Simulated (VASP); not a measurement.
Write the native input for VASP 6.6.1 that does the following.

| Quantity | Value |
| --- | --- |
| Task | single point |
| Functional | PBEsol |
| Potentials or basis | VASP PAW PBE potentials, release 64 (Ru_pv) |
| Cutoff | 520 eV |
| k mesh | 21 × 21 × 12 |
| Occupations | gaussian, width 0.15 eV |
| Spin | no spin polarisation |
| Dipole correction | no |
| Further INCAR settings | ALGO = Fast; EDIFF = 1e-06; NBANDS = 21 |

The structure of Ru lies in POSCAR:

```
Ru
1.0
    2.7181872917      0.0000000000      0.0000000000
   -1.3590936458      2.3540192469      0.0000000000
    0.0000000000      0.0000000000      4.0305281162
Ru
2
Direct
    0.3333333333      0.6666666667      0.2500000000
    0.6666666667      0.3333333333      0.7500000000
```

This cell differs from its parent crystal: volume 12.895 Å^3 an atom, c/a of the conventional cell 1.4828.

These files were run (other wordings do the same):

INCAR

```
PREC = Accurate
ENCUT = 520
EDIFF = 1E-6
ISMEAR = 0
SIGMA = 0.15
LREAL = False
LASPH = True
NELM = 80
ALGO = Fast
ISIF = 2
LWAVE = False
LCHARG = False
GGA = PS
NBANDS = 21
```

KPOINTS

```
regular mesh
0
Gamma
  21 21 12
```

Potentials or basis: VASP PAW PBE potentials, release 64 (Ru_pv).

Command:

```sh
$ cat potpaw_PBE.64/Ru_pv/POTCAR > POTCAR
$ mpirun -np 1 vasp_std > vasp.out
```

It gave:

```json
{
  "Pressure": "14.9 GPa",
  "Band gap on the k mesh": "zero (band 14 reaches 15.11 eV, above the bottom of band 15 at 11.70 eV)"
}
```

Caveat: the PAW data sets were made with another functional, which shifts forces and pressure a little.

It took 81 s on 1 thread of Intel(R) Xeon(R) Platinum 8488C (Sapphire Rapids), on a shared host, peak memory 0.24 GiB.
